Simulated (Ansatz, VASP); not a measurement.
**One calculation of Os3Pd, two programs**

INCAR

```
SYSTEM = Os3Pd
  PREC = Accurate
  ENCUT = 600
  EDIFF = 1E-7
  ISMEAR = 0
  SIGMA = 0.1
  LREAL = .FALSE.
  LASPH = .TRUE.
  NELM = 100
  ALGO = Fast
  ISIF = 3
  LWAVE = .FALSE.
  LCHARG = .FALSE.
  GGA = PE
  IBRION = 2
  NSW = 100
  EDIFFG = -0.01
```

File KPOINTS:

```
Automatic mesh
0
G
  12 12 12
  0 0 0
```

The input POSCAR:

```
Os3Pd
1.0
    3.8644853178      0.0000000000      0.0000000000
    0.0000000000      3.8644853178      0.0000000000
    0.0000000000      0.0000000000      3.8644853178
Pd Os
1 3
Direct
    0.0000000000      0.0000000000      0.0000000000
    0.0000000000      0.5000000000      0.5000000000
    0.5000000000      0.0000000000      0.5000000000
    0.5000000000      0.5000000000      0.0000000000
```

Input for Ansatz:

```yaml
crystal:
  lattice:
    - [3.8644853178, 0.0, 0.0]
    - [0.0, 3.8644853178, 0.0]
    - [0.0, 0.0, 3.8644853178]
  atoms:
    - { symbol: Pd, position: [0.0, 0.0, 0.0] }
    - { symbol: Os, position: [0.0, 0.5, 0.5] }
    - { symbol: Os, position: [0.5, 0.0, 0.5] }
    - { symbol: Os, position: [0.5, 0.5, 0.0] }
basis:
  ecutwfc: 420
kpoints:
  mp_grid: { grid: [12, 12, 12] }
hamiltonian:
  xc: pbe
scf:
  occupations: { method: gaussian, width: 0.1 }
output:
  forces: true
  stress: true
  eigenvalues: true
  write_density: true
  write_potential: true
  elf: true
  volumetric_format: npy
relax:
  adjacent_minimum: "off"
  f_tol: 0.01
  max_steps: 80
  cell: { stress_tol: 0.05 }
```

Alike in both runs: task relaxation of cell and atoms; functional PBE; k mesh 12 × 12 × 12; occupations gaussian, width 0.1 eV; no spin polarisation.

|  | VASP | Ansatz |
| --- | --- | --- |
| version | VASP 6.6.1 | Ansatz 0.2.0 |
| potentials or method | VASP PAW PBE potentials, release 64 (Pd, Os), cutoff 600 eV | scalar-relativistic, plane waves, PAW |
| valence electrons in the cell | 34 | 66 |

VASP gave:

```
gap on the k mesh at the Fermi level, each at its own relaxed structure (eV) : none
relaxed volume (Å³/atom)                                                     : 14.43
relaxed cell length with the largest relative difference (Å)                 : 3.864
```

Problem. Estimate Ansatz's values.

Solution. gap on the k mesh at the Fermi level, each at its own relaxed structure (eV): none; relaxed volume (Å³/atom): 14.44; relaxed cell length with the largest relative difference (Å): 3.865.

A gap of «none» marks a metal or a gap that the smearing closes. VASP's potentials hold 34 valence electrons a cell and Ansatz's 66, so a difference there can come from the potentials and not from the codes.

Spin-orbit coupling is off throughout. Noted on VASP's run: the relaxation stopped at its first step, so nothing moved.
